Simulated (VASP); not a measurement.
# Rh (Fm-3m) in VASP: notebook, part 2 of 2

VASP 6.6.1. Earlier steps stand in the parts before.

**5. Single point, LDA (volume scaled by 0.45)**

Input file INCAR:

```
ALGO     = Normal         # electronic algorithm
EDIFF    = 1E-6           # SCF threshold, eV
ENCUT    = 500            # plane-wave cutoff, eV
GGA_COMPAT= False        
ISIF     = 2              # what is computed and relaxed
ISMEAR   = -1             # smearing method
LASPH    = True           # aspherical terms in the spheres
LCHARG   = False          # write CHGCAR
LREAL    = False          # projectors in reciprocal space
LWAVE    = False          # write WAVECAR
NBANDS   = 14             # bands
NELM     = 120            # most SCF steps
PREC     = Accurate       # precision mode
SIGMA    = 0.05           # smearing width, eV
```

Input file KPOINTS:

```
k-points
0
Gamma
  17 17 17
```

Input file POSCAR:

```
Rh
1.0
    0.0000000000      1.4382321524      1.4382321524
    1.4382321524      0.0000000000      1.4382321524
    1.4382321524      1.4382321524      0.0000000000
Rh
1
Direct
    0.0000000000      0.0000000000      0.0000000000
```

Potentials or basis: VASP PAW LDA potentials, release 64 (Rh_pv).

The run is started by

```sh
$ cat potpaw_LDA.64/Rh_pv/POTCAR > POTCAR
$ mpirun -np 1 vasp_std > vasp.out
```

OUTCAR:

```text
EDIFF = 1E-6
   ENCUT = 500
   ISIF = 2
   ISMEAR = -1
   LASPH = True
   LREAL = False
   NELM = 120
   PREC = Accurate

 ion  position               nearest neighbor table
   1  0.000  0.000  0.000-

  LATTYP: Found a face centered cubic cell.
 ALAT       =     2.8764643048

  Lattice vectors:

 A1 = (   0.0000000000,   1.4382321524,   1.4382321524)
 A2 = (   1.4382321524,   0.0000000000,   1.4382321524)
 A3 = (   1.4382321524,   1.4382321524,   0.0000000000)

Analysis of symmetry for initial positions (statically):
=====================================================================
 Subroutine PRICEL returns:
 Original cell was already a primitive cell.

 Routine SETGRP: Setting up the symmetry group for a
 face centered cubic supercell.

 Subroutine GETGRP returns: Found 48 space group operations
 (whereof 48 operations were pure point group operations)
 out of a pool of 48 trial point group operations.

The static configuration has the point symmetry O_h .

Analysis of symmetry for dynamics (positions and initial velocities):
=====================================================================
 Subroutine PRICEL returns:
 Original cell was already a primitive cell.

 Routine SETGRP: Setting up the symmetry group for a
 face centered cubic supercell.

 Subroutine GETGRP returns: Found 48 space group operations
 (whereof 48 operations were pure point group operations)
 out of a pool of 48 trial point group operations.

The dynamic configuration has the point symmetry O_h .

 Subroutine INISYM returns: Found 48 space group operations
 (whereof 48 operations are pure point group operations),
 and found     1 'primitive' translations

----------------------------------------------------------------------------------------

                                     Primitive cell

  volume of cell :       5.9500

  direct lattice vectors                    reciprocal lattice vectors
     0.000000000  1.438232152  1.438232152    -0.347649021  0.347649021  0.347649021
     1.438232152  0.000000000  1.438232152     0.347649021 -0.347649021  0.347649021
     1.438232152  1.438232152  0.000000000     0.347649021  0.347649021 -0.347649021

  length of vectors
     2.033967416  2.033967416  2.033967416     0.602145768  0.602145768  0.602145768

  position of ions in fractional coordinates (direct lattice)
     0.000000000  0.000000000  0.000000000

  ion indices of the primitive-cell ions
   primitive index   ion index
                 1           1

----------------------------------------------------------------------------------------

 KPOINTS: k-points

Automatic generation of k-mesh.
 Grid dimensions read from file:
 generate k-points for:   17   17   17

 Generating k-lattice:

  Cartesian coordinates                     Fractional coordinates (reciprocal lattice)
    -0.020449942  0.020449942  0.020449942     0.058823529  0.000000000  0.000000000
     0.020449942 -0.020449942  0.020449942     0.000000000  0.058823529  0.000000000
     0.020449942  0.020449942 -0.020449942     0.000000000  0.000000000  0.058823529

  Length of vectors
     0.035420339  0.035420339  0.035420339

  Shift w.r.t. Gamma in fractional coordinates (k-lattice)
     0.000000000  0.000000000  0.000000000

 Subroutine IBZKPT returns following result:
 ===========================================

 Found    165 irreducible k-points:

 Following reciprocal coordinates:
            Coordinates               Weight
  0.000000  0.000000  0.000000      1.000000
  0.058824  0.000000  0.000000      8.000000
  0.117647  0.000000  0.000000      8.000000
  0.176471  0.000000  0.000000      8.000000
  0.235294  0.000000  0.000000      8.000000
  0.294118  0.000000  0.000000      8.000000
[... 16 lines left out ...]
 -0.176471  0.058824  0.000000     24.000000
 -0.117647  0.058824  0.000000     24.000000
 [... further k-points ...]
   k-points           NKPTS =    165   k-points in BZ     NKDIM =    165   number of bands    NBANDS=     14
   number of dos      NEDOS =    301   number of ions     NIONS =      1
   total plane-waves  NPLWV =   4096
   dimension x,y,z NGX =    16 NGY =   16 NGZ =   16
   dimension x,y,z NGXF=    32 NGYF=   32 NGZF=   32
   ions per type =               1
   NGX,Y,Z   is equivalent  to a cutoff of  13.08, 13.08, 13.08 a.u.
   NGXF,Y,Z  is equivalent  to a cutoff of  26.16, 26.16, 26.16 a.u.
 SYSTEM =  unknown system
   PREC   = accura    normal or accurate (medium, high low for compatibility)
   ISTART =      0    job   : 0-new  1-cont  2-samecut
   ICHARG =      2    charge: 1-file 2-atom 10-const
   ISPIN  =      1    spin polarized calculation?
   LNONCOLLINEAR =      F non collinear calculations
   LSORBIT =      F    spin-orbit coupling
   LASPH  =      T    aspherical Exc in radial PAW
   ENCUT  =  500.0 eV  36.75 Ry    6.06 a.u.   3.71  3.71  3.71*2*pi/ulx,y,z
   NELM   =    120;   NELMIN=  2; NELMDL= -5     # of ELM steps
   EDIFF  = 0.1E-05   stopping-criterion for ELM
   LREAL  =      F    real-space projection
   EDIFFG = 0.1E-04   stopping-criterion for IOM
   NSW    =      0    number of steps for IOM
   IBRION =     -1    ionic relax: 0-MD 1-quasi-New 2-CG
   NFREE  =      0    steps in history (QN), initial steepest desc. (CG)
   ISIF   =      2    stress and relaxation
   ISYM   =      2    0-nonsym 1-usesym 2-fastsym
   POTIM  = 0.5000    time-step for ionic-motion
   TEBEG  =    0.0;   TEEND  =   0.0 temperature during run
   PSTRESS=    0.0 pullay stress
   NELECT =      15.0000    total number of electrons
   NUPDOWN=      -1.0000    fix difference up-down
   EMIN   =  10.00;   EMAX   =-10.00  energy-range for DOS
   EFERMI =   0.00;   METHOD = LEGACY
   ISMEAR =    -1;   SIGMA  =   0.05  broadening in eV -4-tet -1-fermi 0-gaus
   EFERMI_NEDOS =   21; number of points for ismear=-14 and -15
   IALGO  =     38    algorithm
   IMIX   =      4    mixing-type and parameters
     AMIX     =   0.40;   BMIX     =  1.00
     AMIX_MAG =   1.60;   BMIX_MAG =  1.00
  volume/ion in A,a.u.               =       5.95        40.15
  Fermi-wavevector in a.u.,A,eV,Ry     =   2.228091  4.210481 67.544620  4.964390
  Thomas-Fermi vector in A             =   3.182881
   LORBIT       =      0    0 simple, 1 ext, 2 COOP (PROOUT), +10 PAW based schemes
   GGA     = CA    functional components
   LHFCALC =     F    Hartree Fock is set to
   AEXX    =    0.0000 exact exchange contribution
   IVDW    =     0    specifies the selected vdW correction
   LEPSILON=     F    determine dielectric tensor
   LRPA    =     F    only Hartree local field effects (RPA)
 non-spin polarized calculation
  energy-cutoff  :      500.00
  volume of cell :        5.95
 maximum number of plane-waves:       169
   NGX =  7   NGY =  7   NGZ =  7

 number of electron      15.0000002 magnetization

 Free energy of the ion-electron system (eV)
  ---------------------------------------------------
  ext. energy  EPLUGINS =         0.00000000
  ---------------------------------------------------
  free energy    TOTEN  =         9.86369632 eV

  energy without entropy =        9.86611754  energy(sigma->0) =        9.86490693

 E-fermi :  35.4771     XC(G=0): -20.3269

 val. band max:       35.4553204063   @ k =  -0.3529   0.3529   0.0000
 cond. band min:      35.5835368782   @ k =  -0.3529   0.1765   0.0588
 fundamental gap:      0.1282164719
 Fermi energy:        35.4770939863

 k-point     1 :       0.0000    0.0000    0.0000
  band No.  band energies     occupation
      1     -12.3316      2.00000
      2     -12.3316      2.00000
      3     -12.3316      2.00000
      4      22.8153      2.00000
      5      24.6377      2.00000
      6      24.6377      2.00000
      7      24.6377      2.00000
      8      31.9481      2.00000
      9      31.9481      2.00000
     10      45.1863      0.00000
     11      53.2454      0.00000
     12      57.1651      0.00000
     13      57.1651      0.00000
     14      57.1651      0.00000

 k-point     2 :       0.0588    0.0000    0.0000
  band No.  band energies     occupation
      1     -12.7021      2.00000
      2     -12.3733      2.00000
      3     -12.3733      2.00000
      4      23.1322      2.00000
      5      24.4637      2.00000
      6      24.8102      2.00000
      7      24.8102      2.00000
      8      31.7516      2.00000
      9      31.7516      2.00000
     10      45.9237      0.00000
[... 362 lines left out ...]
 k-point    24 :      -0.1176    0.0588    0.0000
  band No.  band energies     occupation
      1     -14.3106      2.00000
      2     -12.8488      2.00000
      3     -12.4579      2.00000
      4      22.9566      2.00000
      5      24.6347      2.00000
      6      25.4687      2.00000
      7      26.4286      2.00000
      8      30.3129      2.00000
      9      32.0070      2.00000
     10      49.1463      0.00000
     11      53.2370      0.00000
     12      53.6472      0.00000
     13      59.6264      0.00000
     14      62.0391      0.00000

 [... further k-points ...]
[... 5 lines left out ...]
  --------------------------------------------------------------------------------------
  -------------------------------------------------------------------------------------
  Total       63.6182074     63.6182074     63.6182074     -0.0000000     -0.0000000      0.0000000
  in kB    17130.6970225  17130.6970225  17130.6970225     -0.0000000     -0.0000000      0.0000000
  external PRESSURE =   17130.6970225 kB  Pullay stress =       0.0000000 kB

 VOLUME and BASIS-vectors are now :
 -----------------------------------------------------------------------------
  energy-cutoff  :      500.00
  volume of cell :        5.95
      direct lattice vectors                 reciprocal lattice vectors
     0.000000000  1.438232152  1.438232152    -0.347649021  0.347649021  0.347649021
     1.438232152  0.000000000  1.438232152     0.347649021 -0.347649021  0.347649021
     1.438232152  1.438232152  0.000000000     0.347649021  0.347649021 -0.347649021

 POSITION                                       TOTAL-FORCE (eV/Angst)
 -----------------------------------------------------------------------------------
      0.00000      0.00000      0.00000         0.000000      0.000000      0.000000
 -----------------------------------------------------------------------------------
    total drift:                                0.000000      0.000000      0.000000

  FREE ENERGIE OF THE ION-ELECTRON SYSTEM (eV)
  ---------------------------------------------------
  free  energy   TOTEN  =         9.8636963159 eV

  energy  without entropy=        9.8661175446  energy(sigma->0) =        9.86490693
```

Wall time 11 s (1 thread of Intel Xeon 8259CL, shared host); peak memory 0.12 GiB.

The run converged, but its numbers aren't listed here, since they failed a check.

**6. Summary**

```tsv
cell	gap on the mesh (eV)	pressure (GPa)
a = 2.504 Å, angles 60.0°, 1 atom	none	87.5
a = 2.581 Å, angles 60.0°, 1 atom	none	33.9
a = 2.654 Å, angles 60.0°, 1 atom	none	0.9
```

Alike in all rows: task single point; level LDA; potentials or basis VASP PAW LDA potentials, release 64 (Rh_pv); no spin polarisation; k mesh 17 × 17 × 17; cutoff (eV) 520; smearing fermi-dirac 0.05 eV.

Absolute energies hang on the potentials; compare differences alone.
